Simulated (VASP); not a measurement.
Wanted: the native input for a VASP 6.6.1 run.

* Task: single point
* Functional: PBEsol
* Potentials or basis: VASP PAW PBE potentials, release 64 (F)
* Cutoff: 520 eV
* k mesh: 4 × 4 × 2
* Occupations: gaussian, width 0.05 eV
* Spin: no spin polarisation
* Dipole correction: no
* Further INCAR settings: ALGO = Normal; EDIFF = 1e-07; NBANDS = 22

The structure of F lies in POSCAR:

```
F
1.0
    2.9392099486     -1.8301892655     -0.2266972273
    2.9392099486      1.8301892655     -0.2266972273
   -2.1678804287      0.0000000000      7.3119330281
F
4
Direct
    0.0848459664      0.0848459664      0.0940038325
    0.9151540336      0.9151540336      0.9059961675
    0.5015719855      0.5015719855      0.5937195244
    0.4984280145      0.4984280145      0.4062804756
```

One way to write it, as run:

INCAR

```
SYSTEM = F
PREC = Accurate
ENCUT = 520
EDIFF = 1E-7
ISMEAR = 0
SIGMA = 0.05
LREAL = .FALSE.
LASPH = .TRUE.
NELM = 60
ALGO = Normal
ISIF = 2
LWAVE = .FALSE.
LCHARG = .FALSE.
GGA = PS
NBANDS = 22
```

KPOINTS

```
regular mesh
0
G
  4 4 2
  0 0 0
```

Potentials or basis: VASP PAW PBE potentials, release 64 (F).

Command:

```bash
$ cat potpaw_PBE.64/F/POTCAR > POTCAR
$ mpirun -np 1 vasp_std > vasp.out
```

It gave:

```json
{
 "Pressure": "-1.4 GPa",
 "Largest force": "0.422 eV/Å",
 "Band gap on the k mesh": "2.72 eV, indirect (least direct gap 2.78 eV)"
}
```

Caveat: the k points lie up to 0.52 Å⁻¹ apart; the PAW data sets were made with another functional, which shifts forces and pressure a little.

Wall time 47 s on 1 thread of AMD EPYC 7R13, on a shared host, peak memory 0.19 GiB.
